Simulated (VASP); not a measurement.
# I (Fmmm) in VASP: a series of runs, part 2 of 2

VASP 6.6.1. Earlier steps stand in the parts before.

### 3 Single point, LDA

This run uses another cell than the first one, of 42.99 Å³/atom, 1.019 times its volume.

Input file INCAR:

```
SYSTEM = I
PREC     = Accurate       ! precision mode
ENCUT    = 520            ! plane-wave cutoff, eV
EDIFF    = 1E-6           ! SCF threshold, eV
ISMEAR   = -1             ! smearing method
SIGMA    = 0.05           ! smearing width, eV
LREAL    = .False.        ! projectors in reciprocal space
LASPH    = .True.         ! aspherical terms in the spheres
NELM     = 80             ! most SCF steps
ALGO     = Normal         ! electronic algorithm
ISIF     = 2              ! what is computed and relaxed
LWAVE    = .False.        ! write WAVECAR
LCHARG   = .False.        ! write CHGCAR
GGA      = CA             ! functional
NBANDS   = 10             ! bands
```

Input file KPOINTS:

```
regular mesh
0
Gamma
  9 9 9
  0 0 0
```

Input file POSCAR:

```
I
1.0
    0.0000000000      2.4119965442      3.9865231326
    2.2352415877      0.0000000000      3.9865231326
    2.2352415877      2.4119965442      0.0000000000
I
1
Direct
    0.0000000000      0.0000000000      0.0000000000
```

Potentials or basis: VASP PAW LDA potentials, release 64 (I).

On the command line:

```bash
$ cat potpaw_LDA.64/I/POTCAR > POTCAR
$ mpirun -np 1 vasp_std > vasp.out
```

It took 13 s on 1 thread of Intel Xeon 6975P-C (Granite Rapids), shared host; peak memory 0.18 GiB.

Results (log left out):

```yaml
Free_energy: -1.8739 eV
Pressure: -3.4 GPa
```

Stress tensor (GPa, compression positive):
```
-4.12  0.00  0.00
 0.00 -4.85  0.00
 0.00  0.00 -1.12
```

Levels at points of the mesh, in eV from the Fermi level:
| k point | band 1 | band 2 | band 3 | band 4 | band 5 | band 6 | band 7 | band 8 |
| --- | --- | --- | --- | --- | --- | --- | --- | --- |
| (0.00, 0.00, 0.00) | -13.53 | -1.71 | 0.71 | 0.95 | 4.40 | 7.62 | 8.03 | 12.01 |

Caveat: spin-orbit coupling is left out, which moves the levels of the heavy elements; an odd number of electrons without spin polarisation forces a metal; a magnetic or distorted state may lie lower.

### 4 Single point, r2SCAN

This run uses another cell than the first one, of 38.12 Å³/atom, 0.904 times its volume.

Input file POSCAR:

```
I
1.0
    0.0000000000      2.3173093325      3.8300250810
    2.1474932061      0.0000000000      3.8300250810
    2.1474932061      2.3173093325      0.0000000000
I
1
Direct
    0.0000000000      0.0000000000      0.0000000000
```

Input file INCAR.step1:

```
SYSTEM = I
PREC = Accurate
ENCUT = 520
ISMEAR = -1
SIGMA = 0.05
LREAL = .False.
LASPH = .True.
NELM = 60
NBANDS = 10
GGA = PE
ALGO = Normal
EDIFF = 1E-4
LWAVE = .True.
LCHARG = .False.
```

Input file INCAR.step2:

```
SYSTEM = I
PREC = Accurate
ENCUT = 520
EDIFF = 1E-7
ISMEAR = -1
SIGMA = 0.05
LREAL = .False.
LASPH = .True.
NELM = 60
ALGO = Normal
ISIF = 2
LWAVE = .False.
LCHARG = .True.
METAGGA = R2SCAN
LMIXTAU = .True.
LELF = .True.
LVHAR = .True.
NBANDS = 10
ISTART = 1
```

Input file KPOINTS:

```
Automatic mesh
0
Gamma
  9 9 9
  0 0 0
```

Potentials or basis: VASP PAW PBE potentials, release 64 (I).

On the command line:

```bash
$ cat potpaw_PBE.64/I/POTCAR > POTCAR
$ cp INCAR.step1 INCAR
$ mpirun -np 1 vasp_std > vasp.out
$ cp INCAR.step2 INCAR
$ mpirun -np 1 vasp_std > vasp.out
```

OUTCAR:

```text
SYSTEM = I
   PREC = Accurate
   ENCUT = 520
   EDIFF = 1E-7
   ISMEAR = -1
   LREAL = .False.
   LASPH = .True.
   NELM = 60
   ISIF = 2
   METAGGA = R2SCAN
   ISTART = 1

 ion  position               nearest neighbor table
   1  0.000  0.000  0.000-

  LATTYP: Found a face centered orthorhombic cell.
 ALAT       =     4.2949864122
 B/A-ratio  =     1.0790764441
 C/A-ratio  =     1.7834864716

  Lattice vectors:

 A1 = (   0.0000000000,   2.3173093325,   3.8300250810)
[... 482 lines left out ...]
  band No.  band energies     occupation
      1     -10.5151      2.00000
      2      -0.6083      2.00000
      3       4.7053      0.00001
      4       5.0634      0.00000
      5      11.2855      0.00000
      6      12.0754      0.00000
      7      15.5339      0.00000
      8      19.9185      0.00000
      9      20.0482      0.00000
     10      20.1337      0.00000

 [... further k-points ...]
[... 5 lines left out ...]
  --------------------------------------------------------------------------------------
  -------------------------------------------------------------------------------------
  Total        0.5852695      0.7062179      0.0809698      0.0000000      0.0000000      0.0000000
  in kB       24.5990907     29.6825955      3.4031906      0.0000000      0.0000000      0.0000000
  external PRESSURE =      19.2282923 kB  Pullay stress =       0.0000000 kB

 VOLUME and BASIS-vectors are now :
 -----------------------------------------------------------------------------
  energy-cutoff  :      520.00
  volume of cell :       38.12
      direct lattice vectors                 reciprocal lattice vectors
     0.000000000  2.317309332  3.830025081    -0.232829607  0.215767482  0.130547448
     2.147493206  0.000000000  3.830025081     0.232829607 -0.215767482  0.130547448
     2.147493206  2.317309332  0.000000000     0.232829607  0.215767482 -0.130547448

 POSITION                                       TOTAL-FORCE (eV/Angst)
 -----------------------------------------------------------------------------------
      0.00000      0.00000      0.00000         0.000000      0.000000      0.000000
 -----------------------------------------------------------------------------------
    total drift:                                0.000000      0.000000      0.000000

  FREE ENERGIE OF THE ION-ELECTRON SYSTEM (eV)
  ---------------------------------------------------
  free  energy   TOTEN  =       -24.3879606280 eV

  energy  without entropy=      -24.3842077905  energy(sigma->0) =      -24.38608421
```

OUTCAR.step1:

```text
SYSTEM = I
   PREC = Accurate
   ENCUT = 520
   ISMEAR = -1
   LREAL = .False.
   LASPH = .True.
[... 529 lines left out ...]

 POSITION                                       TOTAL-FORCE (eV/Angst)
 -----------------------------------------------------------------------------------
      0.00000      0.00000      0.00000         0.000000     -0.000000      0.000000
 -----------------------------------------------------------------------------------
    total drift:                                0.000000      0.000000      0.000000

  FREE ENERGIE OF THE ION-ELECTRON SYSTEM (eV)
  ---------------------------------------------------
  free  energy   TOTEN  =        -1.3714565329 eV

  energy  without entropy=       -1.3671873988  energy(sigma->0) =       -1.36932197
```

Run time: 73 s. Hardware: 1 thread of Intel Xeon 6975P-C (Granite Rapids), shared host; peak memory 0.2 GiB.

What came out:

| Item | Value |
| --- | --- |
| Free energy | -24.3880 eV |
| Pressure | 1.9 GPa |

Levels at points of the mesh, in eV from the Fermi level:
| k point | band 2 | band 3 | band 4 | band 5 | band 6 | band 7 |
| --- | --- | --- | --- | --- | --- | --- |
| (0.00, 0.00, 0.00) | -2.35 | 0.87 | 1.21 | 4.80 | 7.74 | 9.06 |

Caveat: the PAW data sets were made with another functional, which shifts forces and pressure a little; spin-orbit coupling is left out, which moves the levels of the heavy elements; an odd number of electrons without spin polarisation forces a metal; a magnetic or distorted state may lie lower.

### 5 Single point, r2SCAN

This run uses another cell than the first one, of 38.93 Å³/atom, 0.923 times its volume.

Input file POSCAR:

```
I
1.0
    0.0000000000      2.3336289500      3.8569979773
    2.1626168959      0.0000000000      3.8569979773
    2.1626168959      2.3336289500      0.0000000000
I
1
Direct
    0.0000000000      0.0000000000      0.0000000000
```

Input file INCAR.step1:

```
SYSTEM = I
PREC = Accurate ; ENCUT = 520
ISMEAR = -1 ; SIGMA = 0.05
LREAL = .FALSE. ; LASPH = .TRUE.
NELM = 80 ; NBANDS = 10
GGA = PE ; ALGO = Normal
EDIFF = 1E-4 ; LWAVE = .TRUE.
LCHARG = .FALSE.
```

Input file INCAR.step2:

```
SYSTEM = I
PREC = Accurate ; ENCUT = 520
EDIFF = 1E-6 ; ISMEAR = -1
SIGMA = 0.05 ; LREAL = .FALSE.
LASPH = .TRUE. ; NELM = 80
ALGO = Normal ; ISIF = 2
LWAVE = .FALSE. ; LCHARG = .FALSE.
METAGGA = R2SCAN ; LMIXTAU = .TRUE.
NBANDS = 10 ; ISTART = 1
```

Input file KPOINTS:

```
regular mesh
0
G
  9 9 9
  0 0 0
```

On the command line:

```bash
$ cat potpaw_PBE.64/I/POTCAR > POTCAR
$ cp INCAR.step1 INCAR
$ mpirun -np 1 vasp_std > vasp.out
$ cp INCAR.step2 INCAR
$ mpirun -np 1 vasp_std > vasp.out
```

It took 62 s on 1 thread of Intel Xeon 6975P-C (Granite Rapids), shared host; peak memory 0.2 GiB.

The run converged. Its results:

- Free energy: -24.3959 eV
- Pressure: 1.2 GPa

Stress tensor (GPa, compression positive):
```
1.50 0.00 0.00
0.00 1.83 0.00
0.00 0.00 0.22
```

Levels at points of the mesh, in eV from the Fermi level:
```
           k point  band 1  band 2  band 3  band 4  band 5  band 6  band 7  band 8
(0.00, 0.00, 0.00)  -14.76   -2.27    0.84    1.17    4.86    7.78    9.00   12.74
```

Caveat: the PAW data sets were made with another functional, which shifts forces and pressure a little; spin-orbit coupling is left out, which moves the levels of the heavy elements; an odd number of electrons without spin polarisation forces a metal; a magnetic or distorted state may lie lower.

### 6 Single point, r2SCAN

This run uses another cell than the first one, of 39.74 Å³/atom, 0.942 times its volume.

Input file POSCAR:

```
I
1.0
    0.0000000000      2.3497234514      3.8835988039
    2.1775319666      0.0000000000      3.8835988039
    2.1775319666      2.3497234514      0.0000000000
I
1
Direct
    0.0000000000      0.0000000000      0.0000000000
```

Input file INCAR.step1:

```
PREC     = Accurate       # precision mode
ENCUT    = 520            # plane-wave cutoff, eV
ISMEAR   = -1             # smearing method
SIGMA    = 0.05           # smearing width, eV
LREAL    = False          # projectors in reciprocal space
LASPH    = True           # aspherical terms in the spheres
NELM     = 60             # most SCF steps
NBANDS   = 10             # bands
GGA      = PE             # functional
ALGO     = Normal         # electronic algorithm
EDIFF    = 1E-4           # SCF threshold, eV
LWAVE    = True           # write WAVECAR
LCHARG   = False          # write CHGCAR
```

Input file INCAR.step2:

```
PREC     = Accurate       # precision mode
ENCUT    = 520            # plane-wave cutoff, eV
EDIFF    = 1E-6           # SCF threshold, eV
ISMEAR   = -1             # smearing method
SIGMA    = 0.05           # smearing width, eV
LREAL    = False          # projectors in reciprocal space
LASPH    = True           # aspherical terms in the spheres
NELM     = 60             # most SCF steps
ALGO     = Normal         # electronic algorithm
ISIF     = 2              # what is computed and relaxed
LWAVE    = False          # write WAVECAR
LCHARG   = False          # write CHGCAR
METAGGA  = R2SCAN         # meta-GGA
LMIXTAU  = True         
NBANDS   = 10             # bands
ISTART   = 1
```

Input file KPOINTS:

```
regular mesh
0
Gamma
  9 9 9
```

Potentials or basis: VASP PAW PBE potentials, release 64 (I).

On the command line:

```bash
$ cat potpaw_PBE.64/I/POTCAR > POTCAR
$ cp INCAR.step1 INCAR
$ mpirun -np 1 vasp_std > vasp.out
$ cp INCAR.step2 INCAR
$ mpirun -np 1 vasp_std > vasp.out
```

It took 61 s on 1 thread of Intel Xeon 6975P-C (Granite Rapids), shared host; peak memory 0.2 GiB.

It converged, with:

```
Free energy : -24.4003 eV
Pressure    : 0.5 GPa
```

Stress tensor (GPa, compression positive):
```
0.66 0.00 0.00
0.00 0.83 0.00
0.00 0.00 0.11
```

Levels at points of the mesh, in eV from the Fermi level:
```
           k point  band 2  band 3  band 4  band 5  band 6  band 7
(0.00, 0.00, 0.00)   -2.20    0.81    1.13    4.92    7.82    8.94
```

Caveat: the PAW data sets were made with another functional, which shifts forces and pressure a little; spin-orbit coupling is left out, which moves the levels of the heavy elements; an odd number of electrons without spin polarisation forces a metal; a magnetic or distorted state may lie lower.

### 7 Overview

| level | potentials or basis | cell | gap on the mesh (eV) | pressure (GPa) |
| --- | --- | --- | --- | --- |
| LDA | VASP PAW LDA potentials, release 64 (I) | a = 4.630, b = 4.541, c = 3.268 Å, angles 70.6, 67.7, 41.7°, 1 atom | none | -3.1 |
| LDA | VASP PAW LDA potentials, release 64 (I) | a = 4.659, b = 4.570, c = 3.288 Å, angles 70.6, 67.7, 41.7°, 1 atom | none | -3.4 |
| r2SCAN | VASP PAW PBE potentials, release 64 (I) | a = 4.476, b = 4.391, c = 3.159 Å, angles 70.6, 67.7, 41.7°, 1 atom | none | 1.9 |
| r2SCAN | VASP PAW PBE potentials, release 64 (I) | a = 4.508, b = 4.422, c = 3.182 Å, angles 70.6, 67.7, 41.7°, 1 atom | none | 1.2 |
| r2SCAN | VASP PAW PBE potentials, release 64 (I) | a = 4.539, b = 4.452, c = 3.204 Å, angles 70.6, 67.7, 41.7°, 1 atom | none | 0.5 |

Alike in all rows: task single point; no spin polarisation; k mesh 9 × 9 × 9; cutoff (eV) 520; smearing fermi-dirac 0.05 eV.

Caveats: spin-orbit coupling is left out, which moves the levels of the heavy elements; an odd number of electrons without spin polarisation forces a metal; a magnetic or distorted state may lie lower; the PAW data sets were made with another functional, which shifts forces and pressure a little (some runs).

Total energies depend on the potentials used, so only differences within one code and one set of settings carry meaning.
